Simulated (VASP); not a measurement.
Wanted: the native input for a VASP 6.6.1 run.

- Task: single point
- Functional: PBE
- Potentials or basis: VASP PAW PBE potentials, release 64 (B, N, Sn_d)
- Cutoff: 520 eV
- k mesh: 1 × 1 × 1, shifted
- Occupations: gaussian, width 0.01 eV
- Spin: collinear spin
- Fixed moment: 1 μB
- Dipole correction: no
- Further INCAR settings: LREAL = Auto; ALGO = Normal; EDIFF = 1e-06; NBANDS = 106

The structure of SnB17N18 (a cell with a defect) lies in POSCAR:

```
SnB17N18
1.0
    7.4650312844      0.0000000000      0.0000000000
   -3.7325156422      6.4649067324      0.0000000000
    0.0000000000      0.0000000000      6.4954828762
B N Sn
17 18 1
Direct
    0.0871585075      0.2110675221      0.2525259728
    0.2418353406      0.1190855321      0.7346807500
    0.0868497356      0.5439908721      0.2474402179
    0.2414013873      0.4584360717      0.7363831786
    0.0869304607      0.8779429950      0.2449598410
    0.2408990235      0.7887179427      0.7900351313
    0.4192079694      0.2093566340      0.2245085442
    0.5718637393      0.1172910691      0.7675346964
    0.4193236348      0.5447312626      0.2276485191
    0.4205717494      0.8776390698      0.2408619297
    0.5718376576      0.7908724847      0.7703567709
    0.7548321115      0.2115601631      0.2410985087
    0.9104965124      0.1233268871      0.7669362472
    0.7610657628      0.5482921464      0.1458108922
    0.9138374340      0.4562860812      0.8256872021
    0.7550035506      0.8784775838      0.2413223047
    0.9141589669      0.7942139426      0.8264069012
    0.1315711030      0.2334847662      0.7354125601
    0.1982023467      0.1007233113      0.2450974950
    0.1305305860      0.5655259007      0.7834250766
    0.1984338209      0.4338260739      0.2503366598
    0.1310738654      0.9014256196      0.7871029683
    0.1981983924      0.7671297232      0.2481935111
    0.4570544087      0.2079897690      0.6971882336
    0.5314941449      0.1003528377      0.2319420138
    0.4581764811      0.5826717124      0.7060651651
    0.5308247657      0.4333295258      0.2095590870
    0.4623071245      0.8988944482      0.7979022578
    0.5315956334      0.7669632169      0.2351941496
    0.7978970115      0.2347299982      0.7864108294
    0.8646080796      0.1005445089      0.2605938926
    0.8155775693      0.5758855996      0.8976242363
    0.8649607362      0.4330857845      0.2313621753
    0.7979809580      0.8987071338      0.7862436131
    0.8651021563      0.7681542487      0.2315938054
    0.6481660374      0.4929659635      0.5780390017
```

One way to write it, as run:

INCAR

```
ALGO = Normal
EDIFF = 1E-6
ENCUT = 520
GGA = PE
ISIF = 2
ISMEAR = 0
ISPIN = 2
LASPH = True
LCHARG = False
LORBIT = 11
LREAL = Auto
LWAVE = False
MAGMOM = 0 0 0 0 0 0 0 0 0 0 0 0 0 0 0 0 0 0 0 0 0 0.01 0.01 0.03 0.01 0.03 0.04 0 0 0.01 0 0.1 0.05 0 0.04 0.1
NBANDS = 106
NELM = 150
NUPDOWN = 1.0
PREC = Accurate
SIGMA = 0.01
```

KPOINTS

```
Automatic mesh
0
Gamma
  1 1 1
  0.25 0.25 0.25
```

Potentials or basis: VASP PAW PBE potentials, release 64 (B, N, Sn_d).

The run is started by

```console
$ cat potpaw_PBE.64/B/POTCAR potpaw_PBE.64/N/POTCAR potpaw_PBE.64/Sn_d/POTCAR > POTCAR
$ mpirun -np 1 vasp_std > vasp.out
```

Results of the run:

```
Pressure                                              : 10.2 GPa
Largest force                                         : 0.257 eV/Å
Net moment                                            : 1.00 μB per cell
Site moments                                          : B -0.00, +0.00, +0.01 (each value once); N +0.00, +0.01, +0.04, +0.05, +0.10, +0.06 (each value once); Sn +0.33 μB
Valence electrons inside the program's atomic spheres : B 2.20, 2.18, 2.19, 2.22, 2.21, 2.15, 2.00 (each value once); N 4.01, 4.04, 3.98, 4.07, 4.00, 3.92 (each value once); Sn 12.39
```

Caveat: the k points lie up to 0.49 Å⁻¹ apart; the total moment is fixed, so each spin has its own Fermi level and the state may be an excited one.

Run time: 27 min on 1 thread of Intel Xeon 8259CL, with other jobs on the host, peak memory 0.65 GiB.
